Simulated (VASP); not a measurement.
# Si (I4_1/amd) in VASP: further runs

The runs below take Si through single point, with LDA.

Everything below comes from runs of VASP 6.6.1. Logs are shortened: lines on timing, memory, paths and dates and some standing lists are left out, and cuts for length are marked.

## (1) The cell of the first run

It takes space group I4_1/amd (No. 141, tetragonal). The conventional cell has a = 4.363 Å, b = 4.363 Å, c = 2.552 Å, α = 90.00°, β = 90.00°, γ = 90.00°. Si (site symmetry -4m2) has 10 Si at 2.27 to 2.90 Å within 3.0 Å.

## (2) Single point, LDA (strain -0.080 along x and y, -0.040 along z)

Input file INCAR:

```
PREC     = Accurate       # precision mode
ENCUT    = 520            # plane-wave cutoff, eV
EDIFF    = 1E-7           # SCF threshold, eV
ISMEAR   = 0              # smearing method
SIGMA    = 0.15           # smearing width, eV
LREAL    = F              # projectors in reciprocal space
LASPH    = T              # aspherical terms in the spheres
NELM     = 100            # most SCF steps
ALGO     = Normal         # electronic algorithm
ISIF     = 2              # what is computed and relaxed
LWAVE    = F              # write WAVECAR
LCHARG   = F              # write CHGCAR
NBANDS   = 11             # bands
```

Input file KPOINTS:

```
regular mesh
0
Gamma
  20 20 20
```

Input file POSCAR:

```
Si
1.0
   -2.1816625201      2.1816625201      1.2760947743
    2.1816625201     -2.1816625201      1.2760947743
    2.1816625201      2.1816625201     -1.2760947743
Si
2
Direct
    0.2500000000      0.7500000000      0.5000000000
    0.5000000000      0.5000000000      0.0000000000
```

Potentials or basis: VASP PAW LDA potentials, release 64 (Si).

Run with:

```
cat potpaw_LDA.64/Si/POTCAR > POTCAR
mpirun -np 1 vasp_std > vasp.out
```

OUTCAR:

```text
PREC = Accurate
   ENCUT = 520
   EDIFF = 1E-7
   ISMEAR = 0
   LREAL = F
   LASPH = T
   NELM = 100
   ISIF = 2

 ion  position               nearest neighbor table
   1  0.250  0.750  0.500-   2 2.27   2 2.27   2 2.27   2 2.27   2 2.90   2 2.90   2 2.90   2 2.90

   2  0.500  0.500  0.000-   1 2.27   1 2.27   1 2.27   1 2.27   1 2.90   1 2.90   1 2.90   1 2.90

  LATTYP: Found a body centered tetragonal cell.
 ALAT       =     4.3633250402
 C/A-ratio  =     0.5849185025

  Lattice vectors:

 A1 = (  -2.1816625201,   2.1816625201,   1.2760947743)
 A2 = (   2.1816625201,  -2.1816625201,   1.2760947743)
 A3 = (   2.1816625201,   2.1816625201,  -1.2760947743)

Analysis of symmetry for initial positions (statically):
=====================================================================
 Subroutine PRICEL returns:
 Original cell was already a primitive cell.

 Routine SETGRP: Setting up the symmetry group for a
 body centered tetragonal supercell.

 Subroutine GETGRP returns: Found 16 space group operations
 (whereof  8 operations were pure point group operations)
 out of a pool of 16 trial point group operations.

The static configuration has the point symmetry D_2d.
 The point group associated with its full space group is D_4h.

Analysis of symmetry for dynamics (positions and initial velocities):
=====================================================================
 Subroutine PRICEL returns:
 Original cell was already a primitive cell.

 Routine SETGRP: Setting up the symmetry group for a
 body centered tetragonal supercell.

 Subroutine GETGRP returns: Found 16 space group operations
 (whereof  8 operations were pure point group operations)
 out of a pool of 16 trial point group operations.

The dynamic configuration has the point symmetry D_2d.
 The point group associated with its full space group is D_4h.

 Subroutine INISYM returns: Found 16 space group operations
 (whereof  8 operations are pure point group operations),
 and found     1 'primitive' translations

----------------------------------------------------------------------------------------

                                     Primitive cell

  volume of cell :      24.2951

  direct lattice vectors                    reciprocal lattice vectors
    -2.181662520  2.181662520  1.276094774     0.000000000  0.229183018  0.391820428
     2.181662520 -2.181662520  1.276094774     0.229183018  0.000000000  0.391820428
     2.181662520  2.181662520 -1.276094774     0.229183018  0.229183018  0.000000000

  length of vectors
     3.338820237  3.338820237  3.338820237     0.453925217  0.453925217  0.324113732

  position of ions in fractional coordinates (direct lattice)
     0.250000000  0.750000000  0.500000000
     0.500000000  0.500000000  0.000000000

  ion indices of the primitive-cell ions
   primitive index   ion index
                 1           1
                 2           2

----------------------------------------------------------------------------------------

 KPOINTS: regular mesh

Automatic generation of k-mesh.
 Grid dimensions read from file:
 generate k-points for:   20   20   20

 Generating k-lattice:

  Cartesian coordinates                     Fractional coordinates (reciprocal lattice)
     0.000000000  0.011459151  0.019591021     0.050000000  0.000000000 -0.000000000
     0.011459151  0.000000000  0.019591021     0.000000000  0.050000000 -0.000000000
     0.011459151  0.011459151  0.000000000     0.000000000  0.000000000  0.050000000

  Length of vectors
     0.022696261  0.022696261  0.016205687

  Shift w.r.t. Gamma in fractional coordinates (k-lattice)
     0.000000000  0.000000000  0.000000000

 Subroutine IBZKPT returns following result:
 ===========================================

 Found    641 irreducible k-points:

 Following reciprocal coordinates:
            Coordinates               Weight
  0.000000  0.000000  0.000000      1.000000
  0.050000  0.000000  0.000000      8.000000
  0.100000 -0.000000  0.000000      8.000000
  0.150000 -0.000000  0.000000      8.000000
  0.200000 -0.000000  0.000000      8.000000
  0.250000 -0.000000  0.000000      8.000000
[... 16 lines left out ...]
 -0.400000  0.050000 -0.000000     16.000000
 -0.350000  0.050000  0.000000     16.000000
 [... further k-points ...]
   k-points           NKPTS =    641   k-points in BZ     NKDIM =    641   number of bands    NBANDS=     11
   number of dos      NEDOS =    301   number of ions     NIONS =      2
   total plane-waves  NPLWV =  21952
   dimension x,y,z NGX =    28 NGY =   28 NGZ =   28
   dimension x,y,z NGXF=    56 NGYF=   56 NGZF=   56
   ions per type =               2
   NGX,Y,Z   is equivalent  to a cutoff of  13.94, 13.94, 13.94 a.u.
   NGXF,Y,Z  is equivalent  to a cutoff of  27.88, 27.88, 27.88 a.u.
 SYSTEM =  unknown system
   PREC   = accura    normal or accurate (medium, high low for compatibility)
   ISTART =      0    job   : 0-new  1-cont  2-samecut
   ICHARG =      2    charge: 1-file 2-atom 10-const
   ISPIN  =      1    spin polarized calculation?
   LNONCOLLINEAR =      F non collinear calculations
   LSORBIT =      F    spin-orbit coupling
   LASPH  =      T    aspherical Exc in radial PAW
   ENCUT  =  520.0 eV  38.22 Ry    6.18 a.u.   6.21  6.21  6.21*2*pi/ulx,y,z
   NELM   =    100;   NELMIN=  2; NELMDL= -5     # of ELM steps
   EDIFF  = 0.1E-06   stopping-criterion for ELM
   LREAL  =      F    real-space projection
   EDIFFG = 0.1E-05   stopping-criterion for IOM
   NSW    =      0    number of steps for IOM
   IBRION =     -1    ionic relax: 0-MD 1-quasi-New 2-CG
   NFREE  =      0    steps in history (QN), initial steepest desc. (CG)
   ISIF   =      2    stress and relaxation
   ISYM   =      2    0-nonsym 1-usesym 2-fastsym
   POTIM  = 0.5000    time-step for ionic-motion
   TEBEG  =    0.0;   TEEND  =   0.0 temperature during run
   PSTRESS=    0.0 pullay stress
   NELECT =       8.0000    total number of electrons
   NUPDOWN=      -1.0000    fix difference up-down
   EMIN   =  10.00;   EMAX   =-10.00  energy-range for DOS
   EFERMI =   0.00;   METHOD = LEGACY
   ISMEAR =     0;   SIGMA  =   0.15  broadening in eV -4-tet -1-fermi 0-gaus
   EFERMI_NEDOS =   21; number of points for ismear=-14 and -15
   IALGO  =     38    algorithm
   IMIX   =      4    mixing-type and parameters
     AMIX     =   0.40;   BMIX     =  1.00
     AMIX_MAG =   1.60;   BMIX_MAG =  1.00
  volume/ion in A,a.u.               =      12.15        81.98
  Fermi-wavevector in a.u.,A,eV,Ry     =   1.130487  2.136310 17.388249  1.278000
  Thomas-Fermi vector in A             =   2.267183
   LORBIT       =      0    0 simple, 1 ext, 2 COOP (PROOUT), +10 PAW based schemes
   GGA     = CA    functional components
   LHFCALC =     F    Hartree Fock is set to
   AEXX    =    0.0000 exact exchange contribution
   IVDW    =     0    specifies the selected vdW correction
   LEPSILON=     F    determine dielectric tensor
   LRPA    =     F    only Hartree local field effects (RPA)
 non-spin polarized calculation
 Gauss-broadening in eV      SIGMA  =   0.15
  energy-cutoff  :      520.00
  volume of cell :       24.30
 maximum number of plane-waves:       672
 NGX is ok and might be reduce to    28
   NGX = 13   NGY = 13   NGZ = 13

 number of electron       8.0000000 magnetization

 Free energy of the ion-electron system (eV)
  ---------------------------------------------------
  ext. energy  EPLUGINS =         0.00000000
  ---------------------------------------------------
  free energy    TOTEN  =       -10.92084725 eV

  energy without entropy =      -10.91468835  energy(sigma->0) =      -10.91776780

 E-fermi :  12.2879     XC(G=0): -11.9121

 val. band max:       12.2875902236   @ k =   0.5000   0.3000   0.0000
 cond. band min:      12.2889498700   @ k =   0.4000   0.4000   0.0500
 fundamental gap:      0.0013596464
 Fermi energy:        12.2879439885

 k-point     1 :       0.0000    0.0000    0.0000
  band No.  band energies     occupation
      1      -3.5429      2.00000
      2       9.7249      2.00000
      3       9.7249      2.00000
      4      11.9571      1.99819
      5      13.0780      0.00000
      6      20.2591      0.00000
      7      22.3877      0.00000
      8      23.1731      0.00000
      9      23.2632      0.00000
     10      23.2632      0.00000
     11      24.4833      0.00000

 k-point     2 :       0.0500    0.0000    0.0000
  band No.  band energies     occupation
      1      -3.4687      2.00000
      2       9.5928      2.00000
      3       9.6405      2.00000
      4      12.1991      1.59776
      5      13.2954      0.00000
      6      19.8937      0.00000
      7      21.1011      0.00000
      8      22.6743      0.00000
      9      22.7650      0.00000
     10      23.8073      0.00000
     11      24.3191      0.00000

 k-point     3 :       0.1000   -0.0000    0.0000
  band No.  band energies     occupation
      1      -3.2460      2.00000
      2       9.3215      2.00000
      3       9.4491      2.00000
      4      12.7795      0.00000
      5      13.8816      0.00000
      6      18.8571      0.00000
      7      19.4138      0.00000
      8      21.3340      0.00000
      9      21.8699      0.00000
     10      22.6760      0.00000
     11      25.3979      0.00000
[... 267 lines left out ...]
 k-point    23 :      -0.4000    0.0500   -0.0000
  band No.  band energies     occupation
      1       0.3534      2.00000
      2       7.8804      2.00000
      3       8.3955      2.00000
      4       9.4878      2.00000
      5      13.0611      0.00000
      6      14.6856      0.00000
      7      17.8620      0.00000
      8      19.3888      0.00000
      9      20.4455      0.00000
     10      21.8117      0.00000
     11      27.4022      0.00000

 k-point    24 :      -0.3500    0.0500    0.0000
  band No.  band energies     occupation
      1      -0.6288      2.00000
      2       7.9132      2.00000
      3       9.1858      2.00000
      4      10.0452      2.00000
      5      14.0161      0.00000
      6      15.6329      0.00000
      7      18.0064      0.00000
      8      19.0703      0.00000
      9      19.9283      0.00000
     10      20.4679      0.00000
     11      26.7329      0.00000

 [... further k-points ...]

------------------------ aborting loop because EDIFF is reached ----------------------------------------

  FORCE on cell =-STRESS in cart. coord.  units (eV):
  Direction    XX          YY          ZZ          XY          YZ          ZX
  --------------------------------------------------------------------------------------
  -------------------------------------------------------------------------------------
  Total        6.8074871      6.8074871      3.8978410      0.0000000      0.0000000      0.0000000
  in kB      448.9307425    448.9307425    257.0494254      0.0000000      0.0000000      0.0000000
  external PRESSURE =     384.9703035 kB  Pullay stress =       0.0000000 kB

 VOLUME and BASIS-vectors are now :
 -----------------------------------------------------------------------------
  energy-cutoff  :      520.00
  volume of cell :       24.30
      direct lattice vectors                 reciprocal lattice vectors
    -2.181662520  2.181662520  1.276094774     0.000000000  0.229183018  0.391820428
     2.181662520 -2.181662520  1.276094774     0.229183018  0.000000000  0.391820428
     2.181662520  2.181662520 -1.276094774     0.229183018  0.229183018  0.000000000

 POSITION                                       TOTAL-FORCE (eV/Angst)
 -----------------------------------------------------------------------------------
      2.18166     -0.00000      0.63805         0.000000     -0.000000      0.000000
      0.00000      0.00000      1.27609        -0.000000      0.000000     -0.000000
 -----------------------------------------------------------------------------------
    total drift:                                0.000000      0.000000      0.000000

  FREE ENERGIE OF THE ION-ELECTRON SYSTEM (eV)
  ---------------------------------------------------
  free  energy   TOTEN  =       -10.9208472519 eV

  energy  without entropy=      -10.9146883528  energy(sigma->0) =      -10.91776780
```

Run time: 97 s. Hardware: 1 thread of Intel Xeon Platinum 8488C (Sapphire Rapids), shared host; peak memory 0.24 GiB.

What came out:

```yaml
Free_energy: -10.9208 eV
Pressure: 38.5 GPa
Band_gap_on_the_k_mesh: zero (bands 4 and 5 overlap by 8.36 eV)
```

Levels at points of the mesh, in eV from the Fermi level:
| k point | band 2 | band 3 | band 4 | band 5 | band 6 | band 7 |
| --- | --- | --- | --- | --- | --- | --- |
| (0.00, 0.00, 0.00) | -2.56 | -2.56 | -0.33 | 0.79 | 7.97 | 10.10 |
| (0.50, 0.00, 0.00) | -8.31 | -2.46 | -2.30 | -1.10 | 0.21 | 5.69 |
| (0.50, 0.50, 0.00) | -12.09 | 0.66 | 0.66 | 3.65 | 3.65 | 8.58 |
| (0.50, 0.50, 0.50) | -8.66 | -8.19 | -8.19 | 5.04 | 5.04 | 16.17 |

Caveat: the cell differs from its parent crystal (strain -0.080 along x and y, -0.040 along z); the cell stands under pressure.

## (3) Single point, LDA (strain -0.080 along x and y, +0.000 along z)

Input file INCAR:

```
PREC = Accurate ; ENCUT = 520
EDIFF = 1E-6 ; ISMEAR = 0
SIGMA = 0.15 ; LREAL = False
LASPH = True ; NELM = 80
ALGO = Normal ; ISIF = 2
LWAVE = False ; LCHARG = False
NBANDS = 11
```

Input file KPOINTS:

```
Automatic mesh
0
Gamma
  20 20 20
```

Input file POSCAR:

```
Si
1.0
   -2.1816625201      2.1816625201      1.3292653899
    2.1816625201     -2.1816625201      1.3292653899
    2.1816625201      2.1816625201     -1.3292653899
Si
2
Direct
    0.2500000000      0.7500000000      0.5000000000
    0.5000000000      0.5000000000      0.0000000000
```

Potentials or basis: VASP PAW LDA potentials, release 64 (Si).

Run with:

```
cat potpaw_LDA.64/Si/POTCAR > POTCAR
mpirun -np 1 vasp_std > vasp.out
```

OUTCAR:

```text
PREC = Accurate
   ENCUT = 520
   EDIFF = 1E-6
   ISMEAR = 0
   LREAL = False
   LASPH = True
   NELM = 80
   ISIF = 2

 ion  position               nearest neighbor table
   1  0.250  0.750  0.500-   2 2.28   2 2.28   2 2.28   2 2.28   2 2.96   2 2.96   2 2.96   2 2.96

   2  0.500  0.500  0.000-   1 2.28   1 2.28   1 2.28   1 2.28   1 2.96   1 2.96   1 2.96   1 2.96

  LATTYP: Found a body centered tetragonal cell.
 ALAT       =     4.3633250402
 C/A-ratio  =     0.6092901068

  Lattice vectors:

 A1 = (  -2.1816625201,   2.1816625201,   1.3292653899)
 A2 = (   2.1816625201,  -2.1816625201,   1.3292653899)
 A3 = (   2.1816625201,   2.1816625201,  -1.3292653899)

Analysis of symmetry for initial positions (statically):
=====================================================================
 Subroutine PRICEL returns:
 Original cell was already a primitive cell.

 Routine SETGRP: Setting up the symmetry group for a
 body centered tetragonal supercell.

 Subroutine GETGRP returns: Found 16 space group operations
 (whereof  8 operations were pure point group operations)
 out of a pool of 16 trial point group operations.

[... 176 lines left out ...]
      3       9.4472      2.00000
      4      11.8589      0.03459
      5      12.8317      0.00000
      6      19.0250      0.00000
      7      20.5008      0.00000
      8      21.9967      0.00000
      9      21.9967      0.00000
     10      22.5023      0.00000
     11      23.6480      0.00000
[... 309 lines left out ...]
 k-point    24 :      -0.3500    0.0500    0.0000
  band No.  band energies     occupation
      1      -1.0045      2.00000
      2       7.4599      2.00000
      3       8.5810      2.00000
      4       9.3810      2.00000
      5      13.1657      0.00000
      6      14.7558      0.00000
      7      17.6372      0.00000
      8      18.2554      0.00000
      9      19.2888      0.00000
     10      20.0570      0.00000
     11      26.3242      0.00000

 [... further k-points ...]

------------------------ aborting loop because EDIFF is reached ----------------------------------------

  FORCE on cell =-STRESS in cart. coord.  units (eV):
  Direction    XX          YY          ZZ          XY          YZ          ZX
  --------------------------------------------------------------------------------------
  -------------------------------------------------------------------------------------
  Total        6.1334139      6.1334139      2.2937878      0.0000000      0.0000000      0.0000000
  in kB      388.2987796    388.2987796    145.2168412      0.0000000      0.0000000      0.0000000
  external PRESSURE =     307.2714668 kB  Pullay stress =       0.0000000 kB

 VOLUME and BASIS-vectors are now :
 -----------------------------------------------------------------------------
  energy-cutoff  :      520.00
  volume of cell :       25.31
      direct lattice vectors                 reciprocal lattice vectors
    -2.181662520  2.181662520  1.329265390     0.000000000  0.229183018  0.376147610
     2.181662520 -2.181662520  1.329265390     0.229183018  0.000000000  0.376147610
     2.181662520  2.181662520 -1.329265390     0.229183018  0.229183018  0.000000000

 POSITION                                       TOTAL-FORCE (eV/Angst)
 -----------------------------------------------------------------------------------
      2.18166     -0.00000      0.66463         0.000000     -0.000000     -0.000000
      0.00000      0.00000      1.32927        -0.000000      0.000000      0.000000
 -----------------------------------------------------------------------------------
    total drift:                                0.000000      0.000000      0.000000

  FREE ENERGIE OF THE ION-ELECTRON SYSTEM (eV)
  ---------------------------------------------------
  free  energy   TOTEN  =       -11.0467940279 eV

  energy  without entropy=      -11.0410113224  energy(sigma->0) =      -11.04390268
```

Run time: 96 s. Hardware: 1 thread of Intel Xeon Platinum 8488C (Sapphire Rapids), shared host; peak memory 0.24 GiB.

What came out:

* Free energy: -11.0468 eV
* Pressure: 30.7 GPa
* Band gap on the k mesh: zero (bands 4 and 5 overlap by 8.59 eV)

Levels at points of the mesh, in eV from the Fermi level:
```csv
k point,band 2,band 3,band 4,band 5,band 6,band 7
"(0.00, 0.00, 0.00)",-2.19,-2.19,0.22,1.20,7.39,8.87
"(0.50, 0.00, 0.00)",-8.15,-2.55,-2.06,-1.14,0.37,5.69
"(0.50, 0.50, 0.00)",-11.65,0.95,0.95,4.14,4.14,7.49
"(0.50, 0.50, 0.50)",-8.20,-7.78,-7.78,4.00,4.00,15.69
```

Caveat: the cell differs from its parent crystal (strain -0.080 along x and y, +0.000 along z); the cell stands under pressure.

(Part 1 of 2 ends here.)
